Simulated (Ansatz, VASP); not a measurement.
# Pb in VASP and in Ansatz

Contents of INCAR:

```
PREC     = Accurate       # precision mode
ENCUT    = 520            # plane-wave cutoff, eV
EDIFF    = 1E-7           # SCF threshold, eV
ISMEAR   = -1             # smearing method
SIGMA    = 0.1            # smearing width, eV
LREAL    = False          # projectors in reciprocal space
LASPH    = True           # aspherical terms in the spheres
NELM     = 80             # most SCF steps
ALGO     = Normal         # electronic algorithm
ISIF     = 2              # what is computed and relaxed
LWAVE    = False          # write WAVECAR
LCHARG   = True           # write CHGCAR
GGA      = PE             # functional
LELF     = True           # ELF
LVHAR    = True         
NBANDS   = 21             # bands
```

KPOINTS

```
Automatic mesh
0
Gamma
  12 12 6
```

POSCAR

```
Pb
1.0
    3.5541969963      0.0000000000      0.0000000000
   -1.7770984982      3.0780248888      0.0000000000
    0.0000000000      0.0000000000      5.8279283018
Pb
2
Direct
    0.3333333333      0.6666666667      0.2500000000
    0.6666666667      0.3333333333      0.7500000000
```

Input for Ansatz:

```yaml
crystal:
  lattice:
    - [3.5541969963, 0.0, 0.0]
    - [-1.7770984982, 3.0780248888, 0.0]
    - [0.0, 0.0, 5.8279283018]
  atoms:
    - { symbol: Pb, position: [0.3333333333, 0.6666666667, 0.25] }
    - { symbol: Pb, position: [0.6666666667, 0.3333333333, 0.75] }
hamiltonian:
  xc: pbe
  pseudopotentials:
    kind: paw
    azcp:
      Pb: "pseudopotentials/Pb.paw.azcp"
basis:
  ecutwfc: 420
  fft_grid_basis: typed
kpoints:
  mp_grid: { grid: [12, 12, 6], shift: [0, 0, 0] }
magnetization:
  spin_polarized: false
scf:
  occupations: { method: fermi_dirac, width: 0.1 }
  lower_state_search: "off"
output:
  stress: true
```

Alike in both runs: task single point; functional PBE; k mesh 12 × 12 × 6; occupations fermi-dirac, width 0.1 eV; no spin polarisation.

|  | VASP | Ansatz |
| --- | --- | --- |
| version | VASP 6.6.1 | Ansatz 0.2.0 |
| potentials or method | VASP PAW PBE potentials, release 64 (Pb_d), cutoff 520 eV | plane waves (420 eV) with PAW, scalar-relativistic |
| valence electrons in the cell | 28 | 28 |

```csv
,VASP,Ansatz,Ansatz less VASP
pressure (GPa),-0.1,-0.1,+0.06
"traceless stress, the component that is largest in VASP (GPa)",0.19,0.19,-0.001
```

Spin-orbit coupling is off throughout.
